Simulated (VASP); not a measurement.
A run of VASP 6.6.1:

File INCAR:

```
SYSTEM = Al
  ALGO = Normal
  EDIFF = 1E-6
  ENCUT = 520
  GGA = PS
  ISIF = 2
  ISMEAR = -1
  LASPH = .True.
  LCHARG = .False.
  LREAL = .False.
  LWAVE = .False.
  NBANDS = 8
  NELM = 80
  PREC = Accurate
  SIGMA = 0.1
```

Contents of KPOINTS:

```
k-points
0
Gamma
  16 16 16
  0 0 0
```

POSCAR

```
Al
1.0
    0.0000000000      1.6141991384      1.6141991384
    1.6141991384      0.0000000000      1.6141991384
    1.6141991384      1.6141991384      0.0000000000
Al
1
Direct
    0.0000000000      0.0000000000      0.0000000000
```

Potentials or basis: VASP PAW PBE potentials, release 64 (Al).

Run with:

```console
$ cat potpaw_PBE.64/Al/POTCAR > POTCAR
$ mpirun -np 1 vasp_std > vasp.out
```

Hardware: 1 thread of AMD EPYC 7R13, on a shared host.

Problem. How long does it take, and how much memory?

Solution. Wall time 17 s on 1 thread of AMD EPYC 7R13, on a shared host, peak memory 0.09 GiB. Counts: scf iterations 10, k points 145.
